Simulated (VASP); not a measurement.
A run of VASP 6.6.1 is set up as follows.

Contents of INCAR:

```
PREC     = Accurate       # precision mode
ENCUT    = 520            # plane-wave cutoff, eV
EDIFF    = 1E-7           # SCF threshold, eV
ISMEAR   = 0              # smearing method
SIGMA    = 0.1            # smearing width, eV
LREAL    = F              # projectors in reciprocal space
LASPH    = T              # aspherical terms in the spheres
NELM     = 80             # most SCF steps
ALGO     = Normal         # electronic algorithm
ISIF     = 2              # what is computed and relaxed
LWAVE    = F              # write WAVECAR
LCHARG   = F              # write CHGCAR
LDIPOL   = T            
IDIPOL   = 3            
DIPOL    = 0.5 0.5 0.318
GGA      = PE             # functional
NBANDS   = 82             # bands
```

The input KPOINTS:

```
Automatic mesh
0
Gamma
  5 5 1
```

POSCAR

```
Cu12Cl
1.0
    5.1319544654      0.0000000000      0.0000000000
    0.0000000000      5.1319544654      0.0000000000
    0.0000000000      0.0000000000     19.0279314150
Cu Cl
12 1
Direct
    0.2500000000      0.2500000000      0.2102172807
    0.2500000000      0.7500000000      0.2102172807
    0.7500000000      0.2500000000      0.2102172807
    0.7500000000      0.7500000000      0.2102172807
    0.0000000000      0.0000000000      0.3029241254
    0.0000000000      0.5000000000      0.3029241254
    0.5000000000      0.0000000000      0.3029241254
    0.5000000000      0.5000000000      0.3029241254
    0.2500000000      0.2500000000      0.3956253179
    0.2500000000      0.7500000000      0.3956253179
    0.7500000000      0.2500000000      0.3956253179
    0.7500000000      0.7500000000      0.3956253179
    0.3333333333      0.3333333333      0.5052448478
```

Potentials or basis: VASP PAW PBE potentials, release 64 (Cu, Cl).

Run with:

```bash
$ cat potpaw_PBE.64/Cu/POTCAR potpaw_PBE.64/Cl/POTCAR > POTCAR
$ mpirun -np 1 vasp_std > vasp.out
```

Problem. Estimate the largest force.

Solution. 0.290 eV/Å.

Forces in eV/Å, atoms in the order of the input:
```
Cu   0.023  0.023 -0.038
Cu   0.016 -0.023 -0.065
Cu  -0.023  0.016 -0.065
Cu  -0.016 -0.016 -0.087
Cu   0.068  0.068  0.058
Cu  -0.027 -0.060 -0.061
Cu  -0.060 -0.027 -0.061
Cu   0.026  0.026 -0.143
Cu  -0.159 -0.159  0.183
Cu  -0.027 -0.074  0.200
Cu  -0.074 -0.027  0.200
Cu   0.054  0.054 -0.136
Cl   0.200  0.200  0.016
```

Caveat: an odd number of electrons without spin polarisation forces a metal; a magnetic or distorted state may lie lower.
